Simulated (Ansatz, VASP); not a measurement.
# Zr: VASP beside Ansatz

```
Zr
1.0
    -2.73918    2.73918    1.50450
     2.73918   -2.73918    1.50450
     2.73918    2.73918   -1.50450
Zr
2
Cartesian
  0.0000 0.0000 0.0000
  0.0000 2.7392 0.7523
```

Alike in both runs: functional PBEsol; k mesh 6 × 6 × 6; occupations gaussian, width 0.1 eV; no spin polarisation.

Ansatz relaxed the structure, and its values are those at the end. VASP's run is a single point on that final structure, the one shown.

|  | VASP | Ansatz |
| --- | --- | --- |
| version | VASP 6.6.1 | Ansatz 0.2.0 |
| potentials or method | VASP PAW PBE potentials, release 64 (Zr_sv), cutoff 500 eV | scalar-relativistic, plane waves, PAW |
| valence electrons in the cell | 24 | 24 |

VASP gave:

| Quantity | Value |
| --- | --- |
| gap on the k mesh at the Fermi level (eV) | none |
| pressure (GPa) | 0.2 |

Task: What did Ansatz give for the same quantities?

Result: gap on the k mesh at the Fermi level (eV): none; pressure (GPa): 0.0.

VASP's potentials were made for PBE, not for PBEsol. A gap of «none» marks a metal or a gap that the smearing closes. With one functional, cell and mesh, what is left measures potentials, basis and numerics.

The k mesh is coarse, so the values compare programs but aren't converged.
